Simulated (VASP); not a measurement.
# Rb (Im-3m) in VASP: notebook, part 3 of 3

VASP 6.6.1.

## Step 4: Relaxation of cell and atoms, LDA, target pressure 11 GPa, at which the enthalpy is minimised

This run uses another cell than the first one, of 33.02 Å³/atom.

Input file INCAR:

```
PREC = Accurate
ENCUT = 600
EDIFF = 1E-7
ISMEAR = -1
SIGMA = 0.1
LREAL = False
LASPH = True
NELM = 80
ALGO = Normal
ISIF = 3
LWAVE = False
LCHARG = False
GGA = CA
IBRION = 2
NSW = 60
EDIFFG = -0.005
PSTRESS = 110.0
```

Input file KPOINTS:

```
Automatic mesh
0
Gamma
  13 13 13
```

Input file POSCAR:

```
Rb
1.0
   -2.0210217276      2.0210217276      2.0210217276
    2.0210217276     -2.0210217276      2.0210217276
    2.0210217276      2.0210217276     -2.0210217276
Rb
1
Direct
    0.0000000000      0.0000000000      0.0000000000
```

Potentials or basis: VASP PAW LDA potentials, release 64 (Rb_sv).

On the command line:

```console
cat potpaw_LDA.64/Rb_sv/POTCAR > POTCAR
mpirun -np 1 vasp_std > vasp.out
```

OUTCAR:

```text
PREC = Accurate
   ENCUT = 600
   EDIFF = 1E-7
   ISMEAR = -1
   LREAL = False
   LASPH = True
   NELM = 80
   ISIF = 3
   GGA = CA
   IBRION = 2
   NSW = 60
   EDIFFG = -0.005
   PSTRESS = 110.0

 ion  position               nearest neighbor table
   1  0.000  0.000  0.000-

  LATTYP: Found a body centered cubic cell.
 ALAT       =     4.0420434552

  Lattice vectors:

 A1 = (  -2.0210217276,   2.0210217276,   2.0210217276)
 A2 = (   2.0210217276,  -2.0210217276,   2.0210217276)
 A3 = (   2.0210217276,   2.0210217276,  -2.0210217276)

Analysis of symmetry for initial positions (statically):
=====================================================================
 Subroutine PRICEL returns:
 Original cell was already a primitive cell.

 Routine SETGRP: Setting up the symmetry group for a
 body centered cubic supercell.

 Subroutine GETGRP returns: Found 48 space group operations
 (whereof 48 operations were pure point group operations)
 out of a pool of 48 trial point group operations.

The static configuration has the point symmetry O_h .

Analysis of symmetry for dynamics (positions and initial velocities):
=====================================================================
 Subroutine PRICEL returns:
 Original cell was already a primitive cell.

 Routine SETGRP: Setting up the symmetry group for a
 body centered cubic supercell.

 Subroutine GETGRP returns: Found 48 space group operations
 (whereof 48 operations were pure point group operations)
 out of a pool of 48 trial point group operations.

The dynamic configuration has the point symmetry O_h .

 Subroutine INISYM returns: Found 48 space group operations
 (whereof 48 operations are pure point group operations),
 and found     1 'primitive' translations

----------------------------------------------------------------------------------------

                                     Primitive cell

  volume of cell :      33.0197

  direct lattice vectors                    reciprocal lattice vectors
    -2.021021728  2.021021728  2.021021728     0.000000000  0.247399616  0.247399616
     2.021021728 -2.021021728  2.021021728     0.247399616  0.000000000  0.247399616
     2.021021728  2.021021728 -2.021021728     0.247399616  0.247399616  0.000000000

  length of vectors
     3.500512315  3.500512315  3.500512315     0.349875893  0.349875893  0.349875893

  position of ions in fractional coordinates (direct lattice)
     0.000000000  0.000000000  0.000000000

  ion indices of the primitive-cell ions
   primitive index   ion index
                 1           1

----------------------------------------------------------------------------------------

 KPOINTS: Automatic mesh

Automatic generation of k-mesh.
 Grid dimensions read from file:
 generate k-points for:   13   13   13

 Generating k-lattice:

  Cartesian coordinates                     Fractional coordinates (reciprocal lattice)
     0.000000000  0.019030740  0.019030740     0.076923077  0.000000000  0.000000000
[... 40 lines left out ...]
 [... further k-points ...]
   k-points           NKPTS =     84   k-points in BZ     NKDIM =     84   number of bands    NBANDS=      8
   number of dos      NEDOS =    301   number of ions     NIONS =      1
   total plane-waves  NPLWV =  21952
   dimension x,y,z NGX =    28 NGY =   28 NGZ =   28
   dimension x,y,z NGXF=    56 NGYF=   56 NGZF=   56
   ions per type =               1
   NGX,Y,Z   is equivalent  to a cutoff of  13.30, 13.30, 13.30 a.u.
   NGXF,Y,Z  is equivalent  to a cutoff of  26.60, 26.60, 26.60 a.u.
 SYSTEM =  unknown system
   PREC   = accura    normal or accurate (medium, high low for compatibility)
   ISTART =      0    job   : 0-new  1-cont  2-samecut
   ICHARG =      2    charge: 1-file 2-atom 10-const
   ISPIN  =      1    spin polarized calculation?
   LNONCOLLINEAR =      F non collinear calculations
   LSORBIT =      F    spin-orbit coupling
   LASPH  =      T    aspherical Exc in radial PAW
   ENCUT  =  600.0 eV  44.10 Ry    6.64 a.u.   6.99  6.99  6.99*2*pi/ulx,y,z
   NELM   =     80;   NELMIN=  2; NELMDL= -5     # of ELM steps
   EDIFF  = 0.1E-06   stopping-criterion for ELM
   LREAL  =      F    real-space projection
   EDIFFG = -.5E-02   stopping-criterion for IOM
   NSW    =     60    number of steps for IOM
   IBRION =      2    ionic relax: 0-MD 1-quasi-New 2-CG
   NFREE  =      1    steps in history (QN), initial steepest desc. (CG)
   ISIF   =      3    stress and relaxation
   ISYM   =      2    0-nonsym 1-usesym 2-fastsym
   POTIM  = 0.5000    time-step for ionic-motion
   TEBEG  =    0.0;   TEEND  =   0.0 temperature during run
   PSTRESS=  110.0 pullay stress
   NELECT =       9.0000    total number of electrons
   NUPDOWN=      -1.0000    fix difference up-down
   EMIN   =  10.00;   EMAX   =-10.00  energy-range for DOS
   EFERMI =   0.00;   METHOD = LEGACY
   ISMEAR =    -1;   SIGMA  =   0.10  broadening in eV -4-tet -1-fermi 0-gaus
   EFERMI_NEDOS =   21; number of points for ismear=-14 and -15
   IALGO  =     38    algorithm
   IMIX   =      4    mixing-type and parameters
     AMIX     =   0.40;   BMIX     =  1.00
     AMIX_MAG =   1.60;   BMIX_MAG =  1.00
  volume/ion in A,a.u.               =      33.02       222.83
  Fermi-wavevector in a.u.,A,eV,Ry     =   1.061446  2.005843 15.329252  1.126668
  Thomas-Fermi vector in A             =   2.196863
   LORBIT       =      0    0 simple, 1 ext, 2 COOP (PROOUT), +10 PAW based schemes
   GGA     = CA    functional components
   LHFCALC =     F    Hartree Fock is set to
   AEXX    =    0.0000 exact exchange contribution
   IVDW    =     0    specifies the selected vdW correction
   LEPSILON=     F    determine dielectric tensor
   LRPA    =     F    only Hartree local field effects (RPA)
 conjugate gradient relaxation of ions
 non-spin polarized calculation
  energy-cutoff  :      600.00
  volume of cell :       33.02
 maximum number of plane-waves:      1121
   NGX = 13   NGY = 13   NGZ = 13

--------------------------------------- Ionic step        1  -------------------------------------------

 number of electron       9.0000000 magnetization

 Free energy of the ion-electron system (eV)
  ---------------------------------------------------
  ext. energy  EPLUGINS =         0.00000000
  ---------------------------------------------------
  free energy    TOTEN  =        -0.13735285 eV

  energy without entropy =       -0.10087847  energy(sigma->0) =       -0.11911566

------------------------ aborting loop because EDIFF is reached ----------------------------------------

  FORCE on cell =-STRESS in cart. coord.  units (eV):
  Direction    XX          YY          ZZ          XY          YZ          ZX
  --------------------------------------------------------------------------------------
  -------------------------------------------------------------------------------------
  Total        2.3994859      2.3994859      2.3994859      0.0000000     -0.0000000      0.0000000
  in kB      116.4275725    116.4275725    116.4275725      0.0000000     -0.0000000      0.0000000
  external PRESSURE =       6.4275725 kB  Pullay stress =     110.0000000 kB
[... 61 lines left out ...]
--------------------------------------- Ionic step        3  -------------------------------------------

 number of electron       9.0000000 magnetization

 Free energy of the ion-electron system (eV)
  ---------------------------------------------------
  ext. energy  EPLUGINS =         0.00000000
  ---------------------------------------------------
  free energy    TOTEN  =        -0.19509054 eV

  energy without entropy =       -0.15889285  energy(sigma->0) =       -0.17699169

 E-fermi :   3.3933     XC(G=0):  -8.8849

 val. band max:        3.3931280911   @ k =  -0.3846   0.3846   0.1538
 cond. band min:       3.4660239028   @ k =  -0.4615  -0.4615   0.3077
 fundamental gap:      0.0728958118
 Fermi energy:         3.3933377425

 k-point     1 :       0.0000    0.0000    0.0000
  band No.  band energies     occupation
      1     -25.7702      2.00000
      2      -9.0719      2.00000
      3      -9.0719      2.00000
      4      -9.0719      2.00000
      5       0.3241      2.00000
      6       7.5961      0.00000
      7       7.5961      0.00000
      8       7.5961      0.00000
[... 243 lines left out ...]
 k-point    24 :       0.2308    0.0769    0.0769
  band No.  band energies     occupation
      1     -25.5763      2.00000
      2     -10.3445      2.00000
      3      -9.4416      2.00000
      4      -9.1900      2.00000
      5       2.8752      1.98882
      6       5.6728      0.00000
      7       5.6787      0.00000
      8       9.8822      0.00000

 [... further k-points ...]

------------------------ aborting loop because EDIFF is reached ----------------------------------------

  FORCE on cell =-STRESS in cart. coord.  units (eV):
  Direction    XX          YY          ZZ          XY          YZ          ZX
  --------------------------------------------------------------------------------------
  -------------------------------------------------------------------------------------
  Total        2.3218280      2.3218280      2.3218280     -0.0000000      0.0000000     -0.0000000
  in kB      109.9367666    109.9367666    109.9367666     -0.0000000      0.0000000     -0.0000000
  external PRESSURE =      -0.0632334 kB  Pullay stress =     110.0000000 kB
[... 20 lines left out ...]
  energy  without entropy=       -0.1588928493  energy(sigma->0) =       -0.17699169

  enthalpy is  TOTEN    =         2.1280729327 eV   P V=        2.3231634700

 reached required accuracy - stopping structural energy minimisation
```

OSZICAR:

```text
N       E                     dE             d eps       ncg     rms          rms(c)
DAV:   1     0.364210826681E+02    0.36421E+02   -0.47691E+03  1344   0.107E+03
[... 23 lines left out ...]
DAV:   2    -0.195408171907E+00    0.13117E-02   -0.33875E-03  1440   0.511E-01    0.914E-02
DAV:   3    -0.195073519389E+00    0.33465E-03   -0.18550E-03  1992   0.280E-01    0.218E-02
DAV:   4    -0.195082089155E+00   -0.85698E-05   -0.26225E-05  1456   0.496E-02    0.118E-02
DAV:   5    -0.195090415571E+00   -0.83264E-05   -0.19788E-05  1808   0.402E-02    0.623E-03
DAV:   6    -0.195088063214E+00    0.23524E-05   -0.17400E-06  2120   0.146E-02    0.397E-03
DAV:   7    -0.195090535784E+00   -0.24726E-05   -0.39161E-06  1840   0.194E-02    0.804E-05
DAV:   8    -0.195090537303E+00   -0.15192E-08   -0.15861E-08   784   0.104E-03
   3 F= 0.21280729E+01 E0= 0.21461718E+01  d E =-.159260E-02
```

CONTCAR:

```text
Rb
   1.00000000000000
    -2.0375700984166008    2.0375700984166008    2.0375700984166008
     2.0375700984166008   -2.0375700984166008    2.0375700984166008
     2.0375700984166008    2.0375700984166008   -2.0375700984166008
  Rb
     1
Direct
     0.0000000000000000    0.0000000000000000    0.0000000000000000

  0.00000000E+00  0.00000000E+00  0.00000000E+00
```

Wall time 21 s (1 thread of Intel Xeon 6975P-C (Granite Rapids), shared host); peak memory 0.16 GiB.

What came out:

* Free energy: -0.1951 eV
* Relaxed volume: 33.84 Å³/atom
* Relaxed cell: a = 3.529 Å, b = 3.529 Å, c = 3.529 Å, α = 109.47°, β = 109.47°, γ = 109.47°
* Space group after relaxing (to 0.1 Å): Im-3m (No. 229)
* Energy change on relaxing (the run minimises the enthalpy): -57.7 meV/atom
* Ionic steps: 3
* Pressure after relaxing: 11.0 GPa
* Band gap on the k mesh: zero (an odd number of electrons rules out a gap without spin polarisation)

The path:
| step | energy change (eV) | largest force (eV/Å) | pressure (GPa) | volume (Å³) |
| --- | --- | --- | --- | --- |
| 1 | 0.0000 | 0.0000 | 11.64 | 33.02 |
| 2 | -0.0453 | 0.0000 | 11.13 | 33.66 |
| 3 | -0.0577 | 0.0000 | 10.99 | 33.84 |

Final structure:
```
CELL_PARAMETERS angstrom
-2.03757 2.03757 2.03757
2.03757 -2.03757 2.03757
2.03757 2.03757 -2.03757
ATOMIC_POSITIONS crystal
Rb 0.00000 0.00000 0.00000
```

Caveat: the cell is relaxed towards a set pressure, so the run minimises the enthalpy, not the energy.

## Step 5: Relaxation of cell and atoms, LDA, target pressure 11 GPa, at which the enthalpy is minimised

Input file INCAR:

```
SYSTEM = Rb
PREC = Accurate
ENCUT = 600
EDIFF = 1E-6
ISMEAR = -1
SIGMA = 0.1
LREAL = .False.
LASPH = .True.
NELM = 60
ALGO = Normal
ISIF = 3
LWAVE = .False.
LCHARG = .False.
IBRION = 2
NSW = 32
EDIFFG = -0.005
PSTRESS = 110.0
```

Input file KPOINTS:

```
Automatic mesh
0
Gamma
  13 13 13
  0 0 0
```

Input file POSCAR:

```
Rb
1.0
   -2.0366626122      2.0366626122      2.0366626122
    2.0366626122     -2.0366626122      2.0366626122
    2.0366626122      2.0366626122     -2.0366626122
Rb
1
Direct
    0.0000000000      0.0000000000      0.0000000000
```

On the command line:

```console
cat potpaw_LDA.64/Rb_sv/POTCAR > POTCAR
mpirun -np 1 vasp_std > vasp.out
```

Run time: 11 s. Hardware: 1 thread of Intel Xeon 6975P-C (Granite Rapids), shared host; peak memory 0.15 GiB.

It converged, with:

```
Free energy                                                : -0.1951 eV
Relaxed volume                                             : 33.84 Å³/atom
Relaxed cell                                               : a = 3.529 Å, b = 3.529 Å, c = 3.529 Å, α = 109.47°, β = 109.47°, γ = 109.47°
Space group after relaxing (to 0.1 Å)                      : Im-3m (No. 229)
Energy change on relaxing (the run minimises the enthalpy) : -3.1 meV/atom
Ionic steps                                                : 2
Pressure after relaxing                                    : 11.0 GPa
Band gap on the k mesh                                     : zero (an odd number of electrons rules out a gap without spin polarisation)
```

Step by step:
| step | energy change (eV) | largest force (eV/Å) | pressure (GPa) | volume (Å³) |
| --- | --- | --- | --- | --- |
| 1 | 0.0000 | 0.0000 | 11.04 | 33.79 |
| 2 | -0.0031 | 0.0000 | 10.99 | 33.84 |

Final structure:
```
Rb
1.0
    -2.03758    2.03758    2.03758
     2.03758   -2.03758    2.03758
     2.03758    2.03758   -2.03758
Rb
1
Cartesian
  2.0376 -2.0376 2.0376
```

Levels at points of the mesh, in eV from the Fermi level:
```
           k point  band 2  band 3  band 4  band 5  band 6  band 7  band 8
(0.00, 0.00, 0.00)  -12.47  -12.47  -12.47   -3.07    4.20    4.20    4.20
```

Caveat: the cell is relaxed towards a set pressure, so the run minimises the enthalpy, not the energy.

## Step 6: The runs side by side

```csv
task,cell,cutoff (eV),gap on the mesh (eV),pressure (GPa)
single point,"a = 3.528 Å, angles 109.5°, 1 atom",520,none,11.0
relaxation of cell and atoms,"relaxed to 11 GPa from a = 3.501 Å, angles 109.5°, 1 atom",600,none,11.0
relaxation of cell and atoms,"relaxed to 11 GPa from a = 3.528 Å, angles 109.5°, 1 atom",600,none,11.0
```

Alike in all rows: level LDA; potentials or basis VASP PAW LDA potentials, release 64 (Rb_sv); no spin polarisation; k mesh 13 × 13 × 13; smearing fermi-dirac 0.1 eV.

Caveats: the cell is relaxed towards a set pressure, so the run minimises the enthalpy, not the energy (at least some runs); the cell stands under pressure (at least some runs).

Total energies depend on the potentials used, so only differences within one code and one set of settings carry meaning.
